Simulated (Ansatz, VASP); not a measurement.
# Two plane-wave programs on TiC

File INCAR:

```
SYSTEM = TiC
PREC     = Accurate       ! precision mode
ENCUT    = 520            ! plane-wave cutoff, eV
EDIFF    = 1E-6           ! SCF threshold, eV
ISMEAR   = 0              ! smearing method
SIGMA    = 0.15           ! smearing width, eV
LREAL    = .FALSE.        ! projectors in reciprocal space
LASPH    = .TRUE.         ! aspherical terms in the spheres
NELM     = 60             ! most SCF steps
ALGO     = Normal         ! electronic algorithm
ISIF     = 2              ! what is computed and relaxed
LWAVE    = .FALSE.        ! write WAVECAR
LCHARG   = .FALSE.        ! write CHGCAR
GGA      = PS             ! functional
NBANDS   = 15             ! bands
```

KPOINTS

```
Automatic mesh
0
G
  20 20 20
  0 0 0
```

Contents of POSCAR:

```
TiC
1.0
    0.0000000000      2.2844638034      1.9417942329
    2.2844638034      0.0000000000      1.9417942329
    2.2844638034      2.2844638034      0.0000000000
Ti C
1 1
Direct
    0.0000000000      0.0000000000      0.0000000000
    0.5000000000      0.5000000000      0.5000000000
```

Input for Ansatz:

```yaml
crystal:
  lattice:
    - [0.0, 2.2844638034, 1.9417942329]
    - [2.2844638034, 0.0, 1.9417942329]
    - [2.2844638034, 2.2844638034, 0.0]
  atoms:
    - { symbol: Ti, position: [0.0, 0.0, 0.0] }
    - { symbol: C, position: [0.5, 0.5, 0.5] }
basis:
  ecutwfc: 420
kpoints:
  mp_grid: { grid: [20, 20, 20] }
hamiltonian:
  xc: pbesol
scf:
  occupations: { method: gaussian, width: 0.15 }
output:
  forces: true
  stress: true
  eigenvalues: true
```

Alike in both runs: task single point; functional PBEsol; k mesh 20 × 20 × 20; occupations gaussian, width 0.15 eV; no spin polarisation.

|  | VASP | Ansatz |
| --- | --- | --- |
| version | VASP 6.6.1 | Ansatz 0.2.0 |
| potentials or method | VASP PAW PBE potentials, release 64 (Ti_sv, C), cutoff 520 eV | scalar-relativistic, plane waves, PAW |
| valence electrons in the cell | 16 | 16 |

VASP gave:

```
gap on the k mesh at the Fermi level (eV)                     : none
pressure (GPa)                                                : 7.1
traceless stress, the component that is largest in VASP (GPa) : 57.61
```

**Question.** What did Ansatz give for the same quantities?

**Answer.** gap on the k mesh at the Fermi level (eV): none; pressure (GPa): 6.9; traceless stress, the component that is largest in VASP (GPa): 57.60.

VASP's potentials were made for PBE, not for PBEsol. A gap of «none» marks a metal or a gap that the smearing closes.
